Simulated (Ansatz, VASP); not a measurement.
**One calculation of Hf2S, two programs**

INCAR

```
SYSTEM = Hf2S
ALGO = Normal
EDIFF = 1E-7
ENCUT = 520
GGA = PS
ISIF = 2
ISMEAR = 0
LASPH = .TRUE.
LCHARG = .TRUE.
LELF = .TRUE.
LREAL = .FALSE.
LVHAR = .TRUE.
LWAVE = .FALSE.
NBANDS = 35
NELM = 80
PREC = Accurate
SIGMA = 0.1
```

KPOINTS

```
k-points
0
G
  12 12 3
  0 0 0
```

Contents of POSCAR:

```
Hf2S
1.0
    3.3465310240      0.0000000000      0.0000000000
   -1.6732655120      2.8981808813      0.0000000000
    0.0000000000      0.0000000000     11.6642358468
Hf S
4 2
Direct
    0.6666666667      0.3333333333      0.8986176337
    0.3333333333      0.6666666667      0.3986176337
    0.6666666667      0.3333333333      0.6013823663
    0.3333333333      0.6666666667      0.1013823663
    0.0000000000      0.0000000000      0.7500000000
    0.0000000000      0.0000000000      0.2500000000
```

Input for Ansatz:

```yaml
crystal:
  lattice:
    - [3.3465310227, 0.0, 0.0]
    - [-1.6732655113, 2.8981808802, 0.0]
    - [0.0, 0.0, 11.664235853]
  atoms:
    - { symbol: Hf, position: [0.6666666667, 0.3333333333, 0.8986176343] }
    - { symbol: Hf, position: [0.3333333333, 0.6666666667, 0.3986176343] }
    - { symbol: Hf, position: [0.6666666667, 0.3333333333, 0.6013823657] }
    - { symbol: Hf, position: [0.3333333333, 0.6666666667, 0.1013823657] }
    - { symbol: S, position: [0.0, 0.0, 0.75] }
    - { symbol: S, position: [0.0, 0.0, 0.25] }
basis:
  ecutwfc: 420
kpoints:
  mp_grid: { grid: [12, 12, 3] }
hamiltonian:
  xc: pbesol
scf:
  occupations: { method: gaussian, width: 0.1 }
output:
  forces: true
  stress: true
  eigenvalues: true
  write_density: true
  write_potential: true
  elf: true
  volumetric_format: npy
```

Alike in both runs: task single point; functional PBEsol; k mesh 12 × 12 × 3; occupations gaussian, width 0.1 eV; no spin polarisation.

|  | VASP | Ansatz |
| --- | --- | --- |
| version | VASP 6.6.1 | Ansatz 0.2.0 |
| potentials or method | VASP PAW PBE potentials, release 64 (Hf_pv, S), cutoff 520 eV | scalar-relativistic, plane waves, PAW |
| valence electrons in the cell | 52 | 116 |

```tsv
	VASP	Ansatz	Ansatz less VASP
gap on the k mesh at the Fermi level (eV)	none	none	-
pressure (GPa)	-0.4	0.0	+0.44
rms of the force components (eV/Å)	0.006	0.003	-0.0036
```

VASP's potentials were made for PBE, not for PBEsol. Atom by atom the forces differ by 0.004 eV/Å (rms over components). A gap of «none» marks a metal or a gap that the smearing closes. VASP's potentials hold 52 valence electrons a cell and Ansatz's 116, so a difference there can come from the potentials and not from the codes.

Spin-orbit coupling is off throughout.
